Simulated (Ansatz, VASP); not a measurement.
**Two plane-wave programs on Cd3Se**

```
Cd Se
1.0
    -2.08098    2.08098    6.20646
     2.08098   -2.08098    6.20646
     2.08098    2.08098   -6.20646
Cd Se
3 1
Cartesian
  0.0000 0.0000 6.2065
  2.0810 0.0000 3.1032
  0.0000 2.0810 3.1032
  0.0000 0.0000 0.0000
```

Alike in both runs: task single point; functional PBEsol; k mesh 9 × 9 × 9; occupations fermi-dirac, width 0.05 eV; no spin polarisation.

|  | VASP | Ansatz |
| --- | --- | --- |
| version | VASP 6.6.1 | Ansatz 0.2.0 |
| potentials or method | VASP PAW PBE potentials, release 64 (Cd, Se) | Ansatz PAW |
| plane-wave cutoff (eV) | 520 | 420 |
| valence electrons in the cell | 42 | 76 |

|  | VASP | Ansatz | Ansatz less VASP |
| --- | --- | --- | --- |
| gap on the k mesh at the Fermi level (eV) | none | none | - |
| pressure (GPa) | -5.1 | -5.2 | -0.18 |
| traceless stress, the component that is largest in VASP (GPa) | 2.34 | 2.44 | +0.107 |

VASP's potentials were made for PBE, not for PBEsol. A gap of «none» marks a metal or a gap that the smearing closes. VASP's potentials hold 42 valence electrons a cell and Ansatz's 76, so a difference there can come from the potentials and not from the codes.
